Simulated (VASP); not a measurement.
# W (C2/m) in VASP: single point with PBEsol

Aim: the single point of W with PBEsol.

Program: VASP 6.6.1. These are calculated values, not measurements. Logs are shortened: lines on timing, memory, paths and dates and some standing lists are left out, and cuts for length are marked.

## (1) The cell of the first run

It takes space group C2/m (No. 12, monoclinic). The conventional cell has a = 3.998 Å, b = 3.998 Å, c = 3.998 Å, α = 90.00°, β = 90.00°, γ = 90.00°. W (site symmetry m) has 12 W at 2.45 to 3.21 Å within 3.3 Å.

## (2) Single point, PBEsol (atoms displaced along a vibrational mode)

INCAR

```
SYSTEM = W
  ALGO = Fast
  EDIFF = 1E-6
  ENCUT = 520
  GGA = PS
  ISIF = 2
  ISMEAR = 0
  LASPH = .TRUE.
  LCHARG = .FALSE.
  LREAL = .FALSE.
  LWAVE = .FALSE.
  NBANDS = 21
  NELM = 60
  PREC = Accurate
  SIGMA = 0.15
```

KPOINTS

```
k-points
0
G
  16 16 12
  0 0 0
```

POSCAR

```
W
1.0
    0.0000000000     -1.9991269216     -1.9991269216
    0.0000000000      1.9991269216     -1.9991269216
    3.9982538432      0.0000000000      0.0000000000
W
2
Direct
    0.5505220549      0.4494779451      0.4829925756
   -0.0505220549      0.0505220549      0.0170074244
```

Potentials or basis: VASP PAW PBE potentials, release 64 (W_sv).

Launch:

```sh
cat potpaw_PBE.64/W_sv/POTCAR > POTCAR
mpirun -np 1 vasp_std > vasp.out
```

OUTCAR:

```text
SYSTEM = W
   EDIFF = 1E-6
   ENCUT = 520
   GGA = PS
   ISIF = 2
   ISMEAR = 0
   LASPH = .TRUE.
   LREAL = .FALSE.
   NELM = 60
   PREC = Accurate

 ion  position               nearest neighbor table
   1  0.551  0.449  0.483-   2 2.45   2 2.67   2 2.76   2 2.76   2 2.95   2 2.95   2 3.04   2 3.21

   2  0.949  0.051  0.017-   1 2.45   1 2.67   1 2.76   1 2.76   1 2.95   1 2.95   1 3.04   1 3.21

  LATTYP: Found a simple tetragonal cell.
 ALAT       =     2.8271924054
 C/A-ratio  =     1.4142135624

  Lattice vectors:

 A1 = (   0.0000000000,  -1.9991269216,  -1.9991269216)
 A2 = (   0.0000000000,   1.9991269216,  -1.9991269216)
 A3 = (   3.9982538432,   0.0000000000,   0.0000000000)

Analysis of symmetry for initial positions (statically):
=====================================================================
 Subroutine PRICEL returns:
 Original cell was already a primitive cell.

 Routine SETGRP: Setting up the symmetry group for a
 simple tetragonal supercell.

 Subroutine GETGRP returns: Found  4 space group operations
 (whereof  2 operations were pure point group operations)
 out of a pool of 16 trial point group operations.

The static configuration has the point symmetry C_1h.
 The point group associated with its full space group is C_2h.

Analysis of symmetry for dynamics (positions and initial velocities):
=====================================================================
 Subroutine PRICEL returns:
 Original cell was already a primitive cell.

 Routine SETGRP: Setting up the symmetry group for a
 simple tetragonal supercell.

 Subroutine GETGRP returns: Found  4 space group operations
 (whereof  2 operations were pure point group operations)
 out of a pool of 16 trial point group operations.

The dynamic configuration has the point symmetry C_1h.
 The point group associated with its full space group is C_2h.

 Subroutine INISYM returns: Found  4 space group operations
 (whereof  2 operations are pure point group operations),
 and found     1 'primitive' translations

----------------------------------------------------------------------------------------

                                     Primitive cell

  volume of cell :      31.9581

  direct lattice vectors                    reciprocal lattice vectors
     0.000000000 -1.999126922 -1.999126922     0.000000000 -0.250109182 -0.250109182
     0.000000000  1.999126922 -1.999126922     0.000000000  0.250109182 -0.250109182
     3.998253843  0.000000000  0.000000000     0.250109182  0.000000000  0.000000000

[... 82 lines left out ...]
   NELM   =     60;   NELMIN=  2; NELMDL= -5     # of ELM steps
   EDIFF  = 0.1E-05   stopping-criterion for ELM
   LREAL  =      F    real-space projection
   EDIFFG = 0.1E-04   stopping-criterion for IOM
   NSW    =      0    number of steps for IOM
   IBRION =     -1    ionic relax: 0-MD 1-quasi-New 2-CG
   NFREE  =      0    steps in history (QN), initial steepest desc. (CG)
   ISIF   =      2    stress and relaxation
   ISYM   =      2    0-nonsym 1-usesym 2-fastsym
   POTIM  = 0.5000    time-step for ionic-motion
   TEBEG  =    0.0;   TEEND  =   0.0 temperature during run
   PSTRESS=    0.0 pullay stress
   NELECT =      28.0000    total number of electrons
   NUPDOWN=      -1.0000    fix difference up-down
   EMIN   =  10.00;   EMAX   =-10.00  energy-range for DOS
   EFERMI =   0.00;   METHOD = LEGACY
   ISMEAR =     0;   SIGMA  =   0.15  broadening in eV -4-tet -1-fermi 0-gaus
   EFERMI_NEDOS =   21; number of points for ismear=-14 and -15
   IALGO  =     68    algorithm
   IMIX   =      4    mixing-type and parameters
     AMIX     =   0.40;   BMIX     =  1.00
     AMIX_MAG =   1.60;   BMIX_MAG =  1.00
  volume/ion in A,a.u.               =      15.98       107.83
  Fermi-wavevector in a.u.,A,eV,Ry     =   1.566512  2.960279 33.388164  2.453961
  Thomas-Fermi vector in A             =   2.668829
   LORBIT       =      0    0 simple, 1 ext, 2 COOP (PROOUT), +10 PAW based schemes
   GGA     = PS    functional components
   LHFCALC =     F    Hartree Fock is set to
   AEXX    =    0.0000 exact exchange contribution
   IVDW    =     0    specifies the selected vdW correction
   LEPSILON=     F    determine dielectric tensor
   LRPA    =     F    only Hartree local field effects (RPA)
 non-spin polarized calculation
 RMM-DIIS sequential band-by-band and
 Gauss-broadening in eV      SIGMA  =   0.15
  energy-cutoff  :      520.00
  volume of cell :       31.96
 maximum number of plane-waves:       888
 NGX is ok and might be reduce to    24
   NGX = 11   NGY = 11   NGZ = 15

 number of electron      27.9999998 magnetization

 Free energy of the ion-electron system (eV)
  ---------------------------------------------------
  ext. energy  EPLUGINS =         0.00000000
  ---------------------------------------------------
  free energy    TOTEN  =       -26.21490638 eV

  energy without entropy =      -26.19608919  energy(sigma->0) =      -26.20549778

 E-fermi :  10.7649     XC(G=0): -13.6517

 val. band max:       10.7637815833   @ k =  -0.1875  -0.0625   0.0833
 cond. band min:      10.7675271609   @ k =   0.5000   0.3750   0.1667
 fundamental gap:      0.0037455776
 Fermi energy:        10.7649141845

 k-point     1 :       0.0000    0.0000    0.0000
  band No.  band energies     occupation
      1     -62.8134      2.00000
      2     -62.5736      2.00000
      3     -27.7686      2.00000
      4     -26.9105      2.00000
      5     -26.8370      2.00000
      6     -26.4934      2.00000
[... 565 lines left out ...]
     20      18.5776      0.00000
     21      21.7191      0.00000

 [... further k-points ...]

------------------------ aborting loop because EDIFF is reached ----------------------------------------

  FORCE on cell =-STRESS in cart. coord.  units (eV):
  Direction    XX          YY          ZZ          XY          YZ          ZX
  --------------------------------------------------------------------------------------
  -------------------------------------------------------------------------------------
  Total        3.2725416      1.3436131      3.0833531     -0.4865798      0.0000000      0.0000000
  in kB      164.0645174     67.3602559    154.5798054    -24.3940302      0.0000000      0.0000000
  external PRESSURE =     128.6681929 kB  Pullay stress =       0.0000000 kB

 VOLUME and BASIS-vectors are now :
 -----------------------------------------------------------------------------
  energy-cutoff  :      520.00
  volume of cell :       31.96
      direct lattice vectors                 reciprocal lattice vectors
     0.000000000 -1.999126922 -1.999126922     0.000000000 -0.250109182 -0.250109182
     0.000000000  1.999126922 -1.999126922     0.000000000  0.250109182 -0.250109182
     3.998253843  0.000000000  0.000000000     0.250109182  0.000000000  0.000000000

 POSITION                                       TOTAL-FORCE (eV/Angst)
 -----------------------------------------------------------------------------------
      1.93113     -0.20200     -1.99913         1.614556      1.651190      0.000000
      0.06800     -1.79713     -1.99913        -1.614556     -1.651190      0.000000
 -----------------------------------------------------------------------------------
    total drift:                                0.000000     -0.000000     -0.000000

  FREE ENERGIE OF THE ION-ELECTRON SYSTEM (eV)
  ---------------------------------------------------
  free  energy   TOTEN  =       -26.2149063770 eV

  energy  without entropy=      -26.1960891924  energy(sigma->0) =      -26.20549778
```

It took 4.8 min on 1 thread of Intel Xeon Platinum 8488C (Sapphire Rapids), shared host; peak memory 0.5 GiB.

Results:

- Free energy: -26.2149 eV
- Pressure: 12.9 GPa
- Largest force: 2.309 eV/Å
- Band gap on the k mesh: zero (bands 14 and 15 overlap by 3.81 eV)

Forces on the atoms (eV/Å):
```
W    1.615  1.651  0.000
W   -1.615 -1.651  0.000
```

Stress tensor (GPa, compression positive):
```
16.41 -2.44  0.00
-2.44  6.74  0.00
 0.00  0.00 15.46
```

Levels at points of the mesh, in eV from the Fermi level:
```tsv
k point	band 10	band 11	band 12	band 13	band 14	band 15	band 16	band 17	band 18	band 19
(0.00, 0.00, 0.00)	-5.71	-4.63	-1.35	-0.79	-0.01	1.65	2.99	3.82	4.34	4.59
(0.50, 0.00, 0.00)	-4.07	-3.03	-2.66	-1.89	-1.13	0.79	1.25	2.05	3.96	5.79
(0.50, 0.50, 0.00)	-5.54	-4.78	-4.34	1.93	3.16	4.33	5.02	5.60	5.83	6.23
(0.00, 0.00, 0.50)	-6.05	-3.96	-3.21	-1.42	-0.26	2.08	2.22	2.25	2.65	3.87
(0.50, 0.00, 0.50)	-5.69	-1.59	-1.57	-0.54	-0.28	0.74	0.93	4.14	4.37	5.26
(0.50, 0.50, 0.50)	-4.37	-2.49	-2.27	-1.80	-1.61	1.91	2.17	5.80	6.03	8.28
```

Caveat: the cell differs from its parent crystal (atoms displaced along a vibrational mode); the cell stands under pressure; the PAW data sets were made with another functional, which shifts forces and pressure a little; spin-orbit coupling is left out, which moves the levels of the heavy elements.
